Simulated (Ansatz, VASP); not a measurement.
**Two plane-wave programs on B**

```
CELL_PARAMETERS angstrom
1.58582 0.00000 0.00000
0.00000 2.34930 0.00000
0.00000 0.00000 2.34266
ATOMIC_POSITIONS crystal
B 0.00000 0.00000 0.50000
```

Alike in both runs: functional PBE; k mesh 34 × 24 × 24; occupations gaussian, width 0.1 eV; no spin polarisation.

Ansatz relaxed the structure, and its values are those at the end. VASP's run is a single point on that final structure, the one shown.

```csv
,VASP,Ansatz
version,VASP 6.6.1,Ansatz 0.2.0
potentials or method,"VASP PAW PBE potentials, release 64 (B), cutoff 520 eV","scalar-relativistic, plane waves, PAW"
valence electrons in the cell,3,3
```

```tsv
	VASP	Ansatz	Ansatz less VASP
gap on the k mesh at the Fermi level (eV)	none	none	-
pressure (GPa)	-0.1	0.0	+0.09
```

A gap of «none» marks a metal or a gap that the smearing closes. The functional is the same, so the differences come from potentials, cutoffs and numerics.
